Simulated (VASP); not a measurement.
Write the native input for VASP 6.6.1 that does the following.

| Quantity | Value |
| --- | --- |
| Task | single point |
| Functional | RPBE |
| Dispersion | D3(BJ) |
| Potentials or basis | VASP PAW PBE potentials, release 64 (Ta_pv) |
| Cutoff | 520 eV |
| k mesh | 11 × 11 × 5 |
| Occupations | methfessel-paxton, width 0.2 eV |
| Spin | no spin polarisation |
| Dipole correction | no |
| Further INCAR settings | ALGO = Fast; EDIFF = 1e-06; NBANDS = 18 |

The structure of Ta lies in POSCAR:

```
Ta
1.0
    2.9003720726      0.0000000000      0.0000000000
   -1.4501860363      2.5117958953      0.0000000000
    0.0000000000      0.0000000000      5.1662740000
Ta
2
Direct
    0.3333333333      0.6666666667      0.2500000000
    0.6666666667      0.3333333333      0.7500000000
```

These files were run (other wordings do the same):

INCAR

```
SYSTEM = Ta
PREC     = Accurate       ! precision mode
ENCUT    = 520            ! plane-wave cutoff, eV
EDIFF    = 1E-6           ! SCF threshold, eV
ISMEAR   = 1              ! smearing method
SIGMA    = 0.2            ! smearing width, eV
LREAL    = .False.        ! projectors in reciprocal space
LASPH    = .True.         ! aspherical terms in the spheres
NELM     = 60             ! most SCF steps
ALGO     = Fast           ! electronic algorithm
ISIF     = 2              ! what is computed and relaxed
LWAVE    = .False.        ! write WAVECAR
LCHARG   = .False.        ! write CHGCAR
GGA      = RP             ! functional
IVDW     = 12             ! dispersion correction
NBANDS   = 18             ! bands
```

KPOINTS

```
Automatic mesh
0
Gamma
  11 11 5
  0 0 0
```

Potentials or basis: VASP PAW PBE potentials, release 64 (Ta_pv).

The run is started by

```bash
$ cat potpaw_PBE.64/Ta_pv/POTCAR > POTCAR
$ mpirun -np 1 vasp_std > vasp.out
```

It gave:

- Pressure: -38.4 GPa
- Band gap on the k mesh: zero (band 11 reaches 6.55 eV, above the bottom of band 12 at 5.12 eV)
- Dispersion energy per atom: -4.588 eV

Caveat: the PAW data sets were made with another functional, which shifts forces and pressure a little; spin-orbit coupling is left out, which moves the levels of the heavy elements; pairwise dispersion overbinds metals, which lowers pressure and volume.

It took 71 s on 1 thread of AMD EPYC 7R13 (shared host), peak memory 0.15 GiB.
